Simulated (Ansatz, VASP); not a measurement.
**One calculation of Sr, two programs**

```
Sr
1.0
     6.95735   -0.14132    0.00000
    -3.60106    6.12001    0.00000
     0.00000    0.00000    3.66912
Sr
3
Direct
  0.98618 0.64360 0.00000
  0.34525 0.34510 0.00000
  0.66857 0.01131 0.00000
```

Alike in both runs: task single point; functional PBEsol; k mesh 6 × 6 × 10; occupations gaussian, width 0.1 eV; no spin polarisation.

|  | VASP | Ansatz |
| --- | --- | --- |
| version | VASP 6.6.1 | Ansatz 0.2.0 |
| potentials or method | VASP PAW PBE potentials, release 64 (Sr_sv), cutoff 520 eV | scalar-relativistic, plane waves, PAW |
| valence electrons in the cell | 30 | 30 |

|  | VASP | Ansatz | Ansatz less VASP |
| --- | --- | --- | --- |
| gap on the k mesh at the Fermi level (eV) | none | none | - |
| pressure (GPa) | 0.1 | 0.1 | -0.01 |
| traceless stress, the component that is largest in VASP (GPa) | 0.77 | 0.77 | -0.001 |
| rms of the force components (eV/Å) | 0.153 | 0.152 | -0.0005 |

VASP's potentials were made for PBE, not for PBEsol. Atom by atom the forces differ by 0.000 eV/Å (rms over components). A gap of «none» marks a metal or a gap that the smearing closes. The functional is the same, so the differences come from potentials, cutoffs and numerics.
